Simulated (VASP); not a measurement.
Mo:

```
Mo
1.0
     6.32262    0.00000    0.00000
     0.00000    6.32262    0.00000
     0.00000    0.00000    6.32262
Mo
16
Direct
  0.00000 0.00000 0.00000
  0.25000 0.25000 0.25000
  0.00000 0.00000 0.50000
  0.25000 0.25000 0.75000
  0.00000 0.50000 0.00000
  0.25000 0.75000 0.25000
  0.00000 0.50000 0.50000
  0.25000 0.75000 0.75000
  0.50000 0.00000 0.00000
  0.75000 0.25000 0.25000
  0.50000 0.00000 0.50000
  0.75000 0.25000 0.75000
  0.50000 0.50000 0.00000
  0.75000 0.75000 0.25000
  0.50000 0.50000 0.50000
  0.75000 0.75000 0.75000
```

Base run:

| Quantity | Value |
| --- | --- |
| Program | VASP 6.6.1 |
| Functional | r2SCAN |
| Potentials or basis | VASP PAW PBE potentials, release 64 (Mo_sv) |
| Cutoff | 550 eV |
| k mesh | 3 × 3 × 3 |
| Occupations | methfessel-paxton, width 0.1 eV |
| Spin | no spin polarisation |

Its results: band gap on the k mesh zero (filled and empty bands touch); pressure -1.6 GPa.

Problem. The run is repeated on the same cell with these changes: functional from r2SCAN to PBEsol; cutoff from 550 eV to 500 eV. What comes out?

Solution. Band gap on the k mesh zero (filled and empty bands touch); pressure -7.6 GPa.

Caveats: the PAW data sets were made with another functional, which shifts forces and pressure a little; the cell stands under tension (at least some runs).
